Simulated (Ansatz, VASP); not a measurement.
Two plane-wave programs on Al3Pd

```
CELL_PARAMETERS angstrom
3.94691 0.00000 0.00000
0.00000 3.94691 0.00000
0.00000 0.00000 3.94691
ATOMIC_POSITIONS crystal
Al 0.00000 0.50000 0.50000
Al 0.50000 0.00000 0.50000
Al 0.50000 0.50000 0.00000
Pd 0.00000 0.00000 0.00000
```

Alike in both runs: task single point; functional PBE; k mesh 1 × 1 × 1; occupations gaussian, width 0.1 eV; no spin polarisation.

|  | VASP | Ansatz |
| --- | --- | --- |
| version | VASP 6.6.1 | Ansatz 0.2.0 |
| potentials or method | VASP PAW PBE potentials, release 64 (Al, Pd), cutoff 520 eV | scalar-relativistic, plane waves, PAW |
| valence electrons in the cell | 19 | 27 |

|  | VASP | Ansatz | Ansatz less VASP |
| --- | --- | --- | --- |
| pressure (GPa) | -11.3 | -11.2 | +0.12 |

VASP's potentials hold 19 valence electrons a cell and Ansatz's 27, so a difference there can come from the potentials and not from the codes.

The k mesh is coarse, so the values compare programs but aren't converged.
